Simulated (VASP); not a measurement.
# PbF2 (Fm-3m) in VASP: a series of runs

Runs on PbF2. Level: r2SCAN. Tasks: relaxation of cell and atoms.

All numbers are computed with VASP 6.6.1; they aren't measurements. Logs are shortened: lines on timing, memory, paths and dates and some standing lists are left out, and cuts for length are marked.

## Step 1: The cell of the first run

Symmetry: Fm-3m, No. 225, cubic system. The conventional cell has a = 5.921 Å, b = 5.921 Å, c = 5.921 Å, α = 90.00°, β = 90.00°, γ = 90.00°. Within 3.4 Å of Pb (site symmetry m-3m) lie 8 F at 2.56 Å. Within 3.4 Å of F (site symmetry -43m) lie 4 Pb at 2.56 Å and 6 F at 2.96 Å.

## Step 2: Relaxation of cell and atoms, r2SCAN, target pressure 4 GPa, at which the enthalpy is minimised

The input, POSCAR:

```
PbF2
1.0
    2.9605993906      2.9605993906      0.0000000000
   -2.9605993906      2.9605993906      0.0000000000
    0.0000000000      2.9605993906      2.9605993906
Pb F
1 2
Direct
    0.0000000000      0.0000000000      0.0000000000
    0.2500000000      0.7500000000      0.5000000000
    0.7500000000      0.2500000000      0.5000000000
```

The input, INCAR.step1:

```
SYSTEM = PbF2
PREC     = Accurate       ! precision mode
ENCUT    = 600            ! plane-wave cutoff, eV
ISMEAR   = 0              ! smearing method
SIGMA    = 0.01           ! smearing width, eV
LREAL    = .False.        ! projectors in reciprocal space
LASPH    = .True.         ! aspherical terms in the spheres
NELM     = 80             ! most SCF steps
GGA      = PE             ! functional
ALGO     = Normal         ! electronic algorithm
EDIFF    = 1E-4           ! SCF threshold, eV
LWAVE    = .True.         ! write WAVECAR
LCHARG   = .False.        ! write CHGCAR
```

The input, INCAR.step2:

```
SYSTEM = PbF2
PREC     = Accurate       ! precision mode
ENCUT    = 600            ! plane-wave cutoff, eV
EDIFF    = 1E-6           ! SCF threshold, eV
ISMEAR   = 0              ! smearing method
SIGMA    = 0.01           ! smearing width, eV
LREAL    = .False.        ! projectors in reciprocal space
LASPH    = .True.         ! aspherical terms in the spheres
NELM     = 80             ! most SCF steps
ALGO     = Normal         ! electronic algorithm
ISIF     = 3              ! what is computed and relaxed
LWAVE    = .False.        ! write WAVECAR
LCHARG   = .False.        ! write CHGCAR
METAGGA  = R2SCAN         ! meta-GGA
LMIXTAU  = .True.       
IBRION   = 2              ! ionic algorithm
NSW      = 100            ! ionic steps
EDIFFG   = -0.002         ! ionic threshold
PSTRESS  = 40.0         
ISTART   = 1
```

The input, KPOINTS:

```
Automatic mesh
0
Gamma
  8 8 8
  0 0 0
```

Potentials or basis: VASP PAW PBE potentials, release 64 (Pb_d, F).

Launch:

```sh
$ cat potpaw_PBE.64/Pb_d/POTCAR potpaw_PBE.64/F/POTCAR > POTCAR
$ cp INCAR.step1 INCAR
$ mpirun -np 1 vasp_std > vasp.out
$ cp INCAR.step2 INCAR
$ mpirun -np 1 vasp_std > vasp.out
```

OUTCAR:

```text
SYSTEM = PbF2
   PREC = Accurate
   ENCUT = 600
   EDIFF = 1E-6
   ISMEAR = 0
   LREAL = .False.
   LASPH = .True.
   NELM = 80
   ISIF = 3
   METAGGA = R2SCAN
   IBRION = 2
   NSW = 100
   EDIFFG = -0.002
   PSTRESS = 40.0
   ISTART = 1

 ion  position               nearest neighbor table
   1  0.000  0.000  0.000-   3 2.56   2 2.56   3 2.56   2 2.56   2 2.56   3 2.56   2 2.56   3 2.56

   2  0.250  0.750  0.500-   1 2.56   1 2.56   1 2.56   1 2.56
   3  0.750  0.250  0.500-   1 2.56   1 2.56   1 2.56   1 2.56

  LATTYP: Found a face centered cubic cell.
 ALAT       =     5.9211987812

  Lattice vectors:

 A1 = (   0.0000000000,   2.9605993906,   2.9605993906)
 A2 = (   2.9605993906,   0.0000000000,   2.9605993906)
 A3 = (   2.9605993906,   2.9605993906,   0.0000000000)

Analysis of symmetry for initial positions (statically):
=====================================================================
 Subroutine PRICEL returns:
 Original cell was already a primitive cell.

 Routine SETGRP: Setting up the symmetry group for a
 face centered cubic supercell.

 Subroutine GETGRP returns: Found 48 space group operations
 (whereof 48 operations were pure point group operations)
 out of a pool of 48 trial point group operations.

The static configuration has the point symmetry O_h .

Analysis of symmetry for dynamics (positions and initial velocities):
=====================================================================
 Subroutine PRICEL returns:
 Original cell was already a primitive cell.

 Routine SETGRP: Setting up the symmetry group for a
 face centered cubic supercell.

 Subroutine GETGRP returns: Found 48 space group operations
 (whereof 48 operations were pure point group operations)
 out of a pool of 48 trial point group operations.

The dynamic configuration has the point symmetry O_h .

 Subroutine INISYM returns: Found 48 space group operations
 (whereof 48 operations are pure point group operations),
 and found     1 'primitive' translations

----------------------------------------------------------------------------------------

                                     Primitive cell

  volume of cell :      51.9002

  direct lattice vectors                    reciprocal lattice vectors
     2.960599391  2.960599391  0.000000000     0.168884720  0.168884720 -0.168884720
    -2.960599391  2.960599391  0.000000000    -0.168884720  0.168884720 -0.168884720
     0.000000000  2.960599391  2.960599391     0.000000000  0.000000000  0.337769441

  length of vectors
     4.186919811  4.186919811  4.186919811     0.292516916  0.292516916  0.337769441

  position of ions in fractional coordinates (direct lattice)
     0.000000000  0.000000000  0.000000000
     0.250000000  0.750000000  0.500000000
     0.750000000  0.250000000  0.500000000

  ion indices of the primitive-cell ions
   primitive index   ion index
                 1           1
                 2           2
                 3           3

----------------------------------------------------------------------------------------

 KPOINTS: Automatic mesh

Automatic generation of k-mesh.
 Grid dimensions read from file:
 generate k-points for:    8    8    8

 Generating k-lattice:

  Cartesian coordinates                     Fractional coordinates (reciprocal lattice)
     0.021110590  0.021110590 -0.021110590     0.125000000  0.000000000  0.000000000
    -0.021110590  0.021110590 -0.021110590     0.000000000  0.125000000  0.000000000
     0.000000000  0.000000000  0.042221180     0.000000000  0.000000000  0.125000000

  Length of vectors
     0.036564615  0.036564615  0.042221180

  Shift w.r.t. Gamma in fractional coordinates (k-lattice)
     0.000000000  0.000000000  0.000000000

 Subroutine IBZKPT returns following result:
 ===========================================

 Found     29 irreducible k-points:

 Following reciprocal coordinates:
            Coordinates               Weight
  0.000000  0.000000  0.000000      1.000000
  0.125000  0.000000  0.000000      8.000000
  0.250000  0.000000  0.000000      8.000000
  0.375000  0.000000  0.000000      8.000000
  0.500000  0.000000  0.000000      4.000000
  0.125000  0.125000  0.000000     12.000000
[... 16 lines left out ...]
  0.375000  0.250000  0.125000     48.000000
  0.500000  0.250000  0.125000     24.000000
 [... further k-points ...]
   k-points           NKPTS =     29   k-points in BZ     NKDIM =     29   number of bands    NBANDS=     18
   number of dos      NEDOS =    301   number of ions     NIONS =      3
   total plane-waves  NPLWV =  46656
   dimension x,y,z NGX =    36 NGY =   36 NGZ =   36
   dimension x,y,z NGXF=    72 NGYF=   72 NGZF=   72
   ions per type =               1   2
   NGX,Y,Z   is equivalent  to a cutoff of  14.29, 14.29, 14.29 a.u.
   NGXF,Y,Z  is equivalent  to a cutoff of  28.59, 28.59, 28.59 a.u.
 SYSTEM =  PbF2
   PREC   = accura    normal or accurate (medium, high low for compatibility)
   ISTART =      1    job   : 0-new  1-cont  2-samecut
   ICHARG =      0    charge: 1-file 2-atom 10-const
   ISPIN  =      1    spin polarized calculation?
   LNONCOLLINEAR =      F non collinear calculations
   LSORBIT =      F    spin-orbit coupling
   LASPH  =      T    aspherical Exc in radial PAW
   ENCUT  =  600.0 eV  44.10 Ry    6.64 a.u.   8.36  8.36  8.36*2*pi/ulx,y,z
   NELM   =     80;   NELMIN=  2; NELMDL=  0     # of ELM steps
   EDIFF  = 0.1E-05   stopping-criterion for ELM
   LREAL  =      F    real-space projection
   EDIFFG = -.2E-02   stopping-criterion for IOM
   NSW    =    100    number of steps for IOM
   IBRION =      2    ionic relax: 0-MD 1-quasi-New 2-CG
   NFREE  =      1    steps in history (QN), initial steepest desc. (CG)
   ISIF   =      3    stress and relaxation
   ISYM   =      2    0-nonsym 1-usesym 2-fastsym
   POTIM  = 0.5000    time-step for ionic-motion
   TEBEG  =    0.0;   TEEND  =   0.0 temperature during run
   PSTRESS=   40.0 pullay stress
   NELECT =      28.0000    total number of electrons
   NUPDOWN=      -1.0000    fix difference up-down
   EMIN   =  10.00;   EMAX   =-10.00  energy-range for DOS
   EFERMI =   0.00;   METHOD = LEGACY
   ISMEAR =     0;   SIGMA  =   0.01  broadening in eV -4-tet -1-fermi 0-gaus
   EFERMI_NEDOS =   21; number of points for ismear=-14 and -15
   IALGO  =     38    algorithm
   IMIX   =      4    mixing-type and parameters
     AMIX     =   0.40;   BMIX     =  1.00
     AMIX_MAG =   1.60;   BMIX_MAG =  1.00
  volume/ion in A,a.u.               =      17.30       116.75
  Fermi-wavevector in a.u.,A,eV,Ry     =   1.332717  2.518470 24.165770  1.776134
  Thomas-Fermi vector in A             =   2.461630
   LORBIT       =      0    0 simple, 1 ext, 2 COOP (PROOUT), +10 PAW based schemes
   METAGGA = R2SCAN    functional components
   LHFCALC =     F    Hartree Fock is set to
   AEXX    =    0.0000 exact exchange contribution
   IVDW    =     0    specifies the selected vdW correction
   LEPSILON=     F    determine dielectric tensor
   LRPA    =     F    only Hartree local field effects (RPA)
 conjugate gradient relaxation of ions
 non-spin polarized calculation
 Gauss-broadening in eV      SIGMA  =   0.01
  energy-cutoff  :      600.00
  volume of cell :       51.90
 maximum number of plane-waves:      1759
 NGX is ok and might be reduce to    36
   NGX = 17   NGY = 17   NGZ = 17

--------------------------------------- Ionic step        1  -------------------------------------------

 number of electron      28.0000008 magnetization

 Free energy of the ion-electron system (eV)
  ---------------------------------------------------
  ext. energy  EPLUGINS =         0.00000000
  ---------------------------------------------------
  free energy    TOTEN  =       -70.16671213 eV

  energy without entropy =      -70.16671213  energy(sigma->0) =      -70.16671213

 E-fermi :   1.5981     XC(G=0): -10.0264

 val. band max:        1.5465063059   @ k =   0.5000   0.5000   0.2500
 cond. band min:       6.4795380031   @ k =   0.5000   0.5000   0.0000
 fundamental gap:      4.9330316971
 Fermi energy:         1.5981313397

 k-point     1 :       0.0000    0.0000    0.0000
  band No.  band energies     occupation
      1     -20.8665      2.00000
      2     -20.2734      2.00000
      3     -13.3230      2.00000
      4     -13.3230      2.00000
      5     -13.3230      2.00000
      6     -13.2715      2.00000
[... 10 lines left out ...]
     17       8.8519      0.00000
     18      12.2413      0.00000
[... 552 lines left out ...]
  FREE ENERGIE OF THE ION-ELECTRON SYSTEM (eV)
  ---------------------------------------------------
  free  energy   TOTEN  =       -70.1127905383 eV

  energy  without entropy=      -70.1127905383  energy(sigma->0) =      -70.11279054

  enthalpy is  TOTEN    =       -68.8989699023 eV   P V=        1.2138206360

--------------------------------------- Ionic step        3  -------------------------------------------

 number of electron      28.0000005 magnetization

 Free energy of the ion-electron system (eV)
  ---------------------------------------------------
  ext. energy  EPLUGINS =         0.00000000
  ---------------------------------------------------
  free energy    TOTEN  =       -70.13887420 eV

  energy without entropy =      -70.13887420  energy(sigma->0) =      -70.13887420

 E-fermi :   2.2806     XC(G=0): -10.2867

 val. band max:        2.1799618374   @ k =   0.5000   0.5000   0.2500
 cond. band min:       7.0896911467   @ k =   0.5000   0.5000   0.0000
 fundamental gap:      4.9097293093
 Fermi energy:         2.2806048270

 k-point     1 :       0.0000    0.0000    0.0000
  band No.  band energies     occupation
      1     -20.6690      2.00000
      2     -19.9897      2.00000
      3     -12.7806      2.00000
      4     -12.7806      2.00000
      5     -12.7806      2.00000
      6     -12.7054      2.00000
[... 10 lines left out ...]
     17       9.5094      0.00000
     18      12.9598      0.00000
[... 505 lines left out ...]
 POSITION                                       TOTAL-FORCE (eV/Angst)
 -----------------------------------------------------------------------------------
     -0.00000      0.00000      0.00000         0.000000     -0.000000      0.000000
     -1.45689      4.37068      1.45689         0.000000     -0.000000     -0.000000
      1.45689      4.37068      1.45689        -0.000000      0.000000      0.000000
 -----------------------------------------------------------------------------------
    total drift:                                0.000000      0.000000      0.000000

  FREE ENERGIE OF THE ION-ELECTRON SYSTEM (eV)
  ---------------------------------------------------
  free  energy   TOTEN  =       -70.1388741988 eV

  energy  without entropy=      -70.1388741988  energy(sigma->0) =      -70.13887420

  enthalpy is  TOTEN    =       -68.9036271763 eV   P V=        1.2352470225

 reached required accuracy - stopping structural energy minimisation
```

Wall time 6.5 min (1 thread of AMD EPYC 7R13 (Zen 3), shared host); peak memory 0.21 GiB.

Results:

- Free energy: -70.1389 eV
- Relaxed volume: 16.49 Å³/atom
- Relaxed cell: a = 4.121 Å, b = 4.121 Å, c = 4.121 Å, α = 60.00°, β = 60.00°, γ = 90.00°
- Space group after relaxing (to 0.1 Å): Fm-3m (No. 225)
- Energy change on relaxing (the run minimises the enthalpy): +9.3 meV/atom
- Ionic steps: 3
- Pressure after relaxing: 4.0 GPa
- Band gap on the k mesh: 4.91 eV (least direct gap 5.06 eV)

Step by step:
| step | energy change (eV) | largest force (eV/Å) | pressure (GPa) | volume (Å³) |
| --- | --- | --- | --- | --- |
| 1 | 0.0000 | 0.0000 | -0.13 | 51.90 |
| 2 | 0.0539 | 0.0000 | 5.76 | 48.62 |
| 3 | 0.0278 | 0.0000 | 4.00 | 49.48 |

Final structure:
```
CELL_PARAMETERS angstrom
2.91379 2.91379 0.00000
-2.91379 2.91379 0.00000
0.00000 2.91379 2.91379
ATOMIC_POSITIONS crystal
Pb 0.00000 0.00000 0.00000
F 0.25000 0.75000 0.50000
F 0.75000 0.25000 0.50000
```

Caveat: the cell is relaxed towards a set pressure, so the run minimises the enthalpy, not the energy; the PAW data sets were made with another functional, which shifts forces and pressure a little; spin-orbit coupling is left out, which moves the levels of the heavy elements. A k mesh can miss the band edges.

(Part 1 of 2 ends here.)
